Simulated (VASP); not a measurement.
A run of VASP 6.6.1 is set up as follows.

Contents of INCAR:

```
  PREC = Accurate
  ENCUT = 520
  EDIFF = 1E-6
  ISMEAR = 0
  SIGMA = 0.1
  LREAL = False
  LASPH = True
  NELM = 150
  ALGO = Normal
  ISIF = 2
  LWAVE = False
  LCHARG = True
  ISPIN = 2
  MAGMOM = 2.44 2.44
  LORBIT = 11
  LMAXMIX = 4
  GGA = PE
  LELF = True
  LVHAR = True
  NBANDS = 19
```

The input KPOINTS:

```
Automatic mesh
0
Gamma
  14 14 14
```

POSCAR

```
Fe
1.0
    2.8741616140      0.0000000000      0.0000000000
    0.0000000000      2.8741616140      0.0000000000
    0.0000000000      0.0000000000      2.8062011423
Fe
2
Direct
    0.0000000000      0.0000000000      0.0000000000
    0.5000000000      0.5000000000      0.5000000000
```

Potentials or basis: VASP PAW PBE potentials, release 64 (Fe).

Run with:

```sh
$ cat potpaw_PBE.64/Fe/POTCAR > POTCAR
$ mpirun -np 1 vasp_std > vasp.out
```

(1) Predict the site moments.

(2) Estimate the pressure.

(3) Predict the net moment.

## Answers

(1) Fe +2.22 μB.

(2) -3.8 GPa.

(3) 4.45 μB per cell.

Caveat: the cell differs from its parent crystal (biaxial strain in the a-b plane: +1.5 %).
